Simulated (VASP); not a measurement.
## P: single point with r2SCAN+D3(BJ)

The system is P.

```
P
1.0
     1.69651    0.97948    2.85131
    -1.69651    0.97948    2.85131
     0.00000   -1.95896    2.85131
P
2
Cartesian
  0.0000 0.0000 2.0122
  0.0000 0.0000 6.5417
```

```yaml
Program: VASP 6.6.1
Task: single point
Functional: r2SCAN
Dispersion: D3(BJ)
Potentials_or_basis: VASP PAW PBE potentials, release 64 (P)
Cutoff: 520 eV
k_mesh: 16 × 16 × 16
Occupations: gaussian, width 0.05 eV
Spin: no spin polarisation
Dipole_correction: no
Further_INCAR_settings: ALGO = Normal; EDIFF = 1e-06; NBANDS = 12
```

```
Pressure                   : 4.9 GPa
Largest force              : 0.087 eV/Å
Band gap on the k mesh     : zero (bands 5 and 6 overlap by 1.95 eV)
Dispersion energy per atom : -0.233 eV
```

Forces on the atoms (eV/Å):
```
P    0.000  0.000 -0.087
P    0.000  0.000  0.087
```

Stress tensor (GPa, compression positive):
```
4.84 0.00 0.00
0.00 4.84 0.00
0.00 0.00 4.97
```

Levels at points of the mesh, in eV from the Fermi level:
| k point | band 2 | band 3 | band 4 | band 5 | band 6 | band 7 | band 8 | band 9 |
| --- | --- | --- | --- | --- | --- | --- | --- | --- |
| (0.00, 0.00, 0.00) | -3.04 | -3.04 | -2.98 | -1.72 | 2.72 | 3.71 | 3.71 | 5.79 |
| (0.50, 0.00, 0.00) | -13.27 | -3.42 | -2.89 | -1.14 | -0.43 | 0.93 | 1.38 | 11.34 |
| (0.50, 0.50, 0.00) | -10.37 | -7.72 | -6.23 | -6.15 | 0.28 | 8.09 | 8.69 | 9.49 |
| (0.50, 0.50, 0.50) | -12.56 | -2.82 | -2.82 | -0.94 | -0.94 | 0.88 | 2.41 | 11.25 |

Wall time 9.9 min on 1 thread of Oxide Virtual Turin-like Processor (shared host), peak memory 0.21 GiB.

Caveat: the cell stands under pressure; the PAW data sets were made with another functional, which shifts forces and pressure a little.
